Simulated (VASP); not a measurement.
Ba, 1 atom in the cell. The structure is cubic, space group Im-3m (No. 229). The conventional cell has a = 5.079 Å, b = 5.079 Å, c = 5.079 Å, α = 90.00°, β = 90.00°, γ = 90.00°. Within 5.8 Å of Ba (site symmetry m-3m) lie 14 Ba at 4.40 to 5.08 Å.  This cell differs from its parent crystal: volume scaled by 1.04.

```yaml
Program: VASP 6.6.1
Task: single point
Functional: PBE
Potentials_or_basis: VASP PAW PBE potentials, release 64 (Ba_sv)
Cutoff: 520 eV
k_mesh: 8 × 8 × 8
Occupations: tetrahedron
Spin: no spin polarisation
Dipole_correction: no
Further_INCAR_settings: ALGO = Fast; EDIFF = 1e-06; NBANDS = 11
```

Potentials or basis: VASP PAW PBE potentials, release 64 (Ba_sv).

Run with:

```sh
$ cat potpaw_PBE.64/Ba_sv/POTCAR > POTCAR
$ mpirun -np 1 vasp_std > vasp.out
```

Hardware: 1 thread of Intel(R) Xeon(R) 6975P-C (Granite Rapids), on a shared host.

Estimate the wall time of this run.

Wall time 9.2 s on 1 thread of Intel(R) Xeon(R) 6975P-C (Granite Rapids) (shared host), peak memory 0.21 GiB. Counts: scf iterations 12, k points 29.
